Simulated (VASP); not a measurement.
BAs:

```xyz
2
Lattice="0.0000 2.3397 2.3397 2.3397 0.0000 2.3397 2.3397 2.3397 0.0000" Properties=species:S:1:pos:R:3 pbc="T T T"
As    3.5096    3.5096    3.5096
B     0.0000    0.0000    0.0000
```

Base run:

| Property | Result |
| --- | --- |
| Program | VASP 6.6.1 |
| Functional | PBEsol |
| Potentials or basis | VASP PAW PBE potentials, release 64 (As, B) |
| Cutoff | 520 eV |
| k mesh | 10 × 10 × 10 |
| Occupations | fermi-dirac, width 0.05 eV |
| Spin | no spin polarisation |

Its results: band gap on the k mesh 1.01 eV, indirect (least direct gap 3.32 eV); pressure 10.0 GPa.

After a change of settings the same cell gave: band gap on the k mesh 1.35 eV, indirect (least direct gap 3.46 eV); pressure 9.2 GPa. Which change was it?
A. further incar settings from ALGO = Normal; EDIFF = 1e-06; NBANDS = 11 to ALGO = Normal; EDIFF = 1e-07; NBANDS = 11
B. functional from PBEsol to RPBE; further incar settings from ALGO = Normal; EDIFF = 1e-06; NBANDS = 11 to ALGO = Normal; EDIFF = 1e-07; NBANDS = 11
C. functional from PBEsol to PBE
D. functional from PBEsol to BLYP; dispersion from none to D4

D.

Caveats: the PAW data sets were made with another functional, which shifts forces and pressure a little.
